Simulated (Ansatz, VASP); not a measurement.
**La in VASP and in Ansatz**

```xyz
2
Lattice="3.6993 0.0000 0.0000 -1.8497 3.2037 0.0000 0.0000 0.0000 5.9880" Properties=species:S:1:pos:R:3 pbc="T T T"
La    1.8497    1.0679    4.4910
La    0.0000    2.1358    1.4970
```

Change from the starting cell: volume scaled by 0.96.

Alike in both runs: task single point; functional PBEsol; k mesh 8 × 8 × 5; occupations fermi-dirac, width 0.05 eV; no spin polarisation.

|  | VASP | Ansatz |
| --- | --- | --- |
| version | VASP 6.6.1 | Ansatz 0.2.0 |
| potentials or method | VASP PAW PBE potentials, release 64 (La), cutoff 520 eV | all-electron LAPW, scalar-relativistic |

|  | VASP | Ansatz | Ansatz less VASP |
| --- | --- | --- | --- |
| gap on the k mesh at the Fermi level (eV) | none | none | - |
| pressure (GPa) | -0.5 | -0.5 | -0.02 |
| traceless stress, the component that is largest in VASP (GPa) | -0.10 | -0.10 | -0.005 |

VASP's potentials were made for PBE, not for PBEsol. A gap of «none» marks a metal or a gap that the smearing closes. Ansatz ran all-electron here, and VASP with PAW potentials.

Neither program's run includes spin-orbit coupling.
